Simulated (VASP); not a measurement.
Set up this calculation in VASP 6.6.1, as the native input.

- Task: relaxation of cell and atoms
- Functional: PBEsol
- Potentials or basis: VASP PAW PBE potentials, release 64 (Pb_d, O)
- Cutoff: 600 eV
- k mesh: 8 × 8 × 8
- Occupations: fermi-dirac, width 0.02 eV
- Spin: no spin polarisation
- Dipole correction: no
- Further INCAR settings: ALGO = Normal; EDIFF = 1e-07; IBRION = 2; EDIFFG = -0.005; NSW = 80; ISIF = 3

The structure of PbO lies in POSCAR:

```
PbO
1.0
    3.2148279984      0.0000000000      0.0000000000
    0.0000000000      3.2148279984      0.0000000000
    0.0000000000      0.0000000000      3.2148279984
Pb O
1 1
Direct
    0.0000000000      0.0000000000      0.0000000000
    0.5000000000      0.5000000000      0.5000000000
```

One way to write it, as run:

INCAR

```
PREC     = Accurate       # precision mode
ENCUT    = 600            # plane-wave cutoff, eV
EDIFF    = 1E-7           # SCF threshold, eV
ISMEAR   = -1             # smearing method
SIGMA    = 0.02           # smearing width, eV
LREAL    = F              # projectors in reciprocal space
LASPH    = T              # aspherical terms in the spheres
NELM     = 80             # most SCF steps
ALGO     = Normal         # electronic algorithm
ISIF     = 3              # what is computed and relaxed
LWAVE    = F              # write WAVECAR
LCHARG   = F              # write CHGCAR
GGA      = PS             # functional
IBRION   = 2              # ionic algorithm
NSW      = 80             # ionic steps
EDIFFG   = -0.005         # ionic threshold
```

KPOINTS

```
Automatic mesh
0
Gamma
  8 8 8
```

Potentials or basis: VASP PAW PBE potentials, release 64 (Pb_d, O).

The run is started by

```console
$ cat potpaw_PBE.64/Pb_d/POTCAR potpaw_PBE.64/O/POTCAR > POTCAR
$ mpirun -np 1 vasp_std > vasp.out
```

It gave:

```
Relaxed volume                         : 15.75 Å³/atom
Relaxed cell                           : a = 3.158 Å, b = 3.158 Å, c = 3.158 Å, α = 90.00°, β = 90.00°, γ = 90.00°
Space group after relaxing (to 0.05 Å) : Pm-3m (No. 221)
Energy gained by relaxing              : 14.4 meV/atom
Ionic steps                            : 3
Pressure after relaxing                : 0.0 GPa
Band gap on the k mesh                 : 0.42 eV, indirect (least direct gap 0.81 eV)
```

Caveat: the PAW data sets were made with another functional, which shifts forces and pressure a little; spin-orbit coupling is left out, which moves the levels of the heavy elements.

Wall time 44 s on 1 thread of Intel Xeon 6975P-C, on a shared host, peak memory 0.18 GiB.
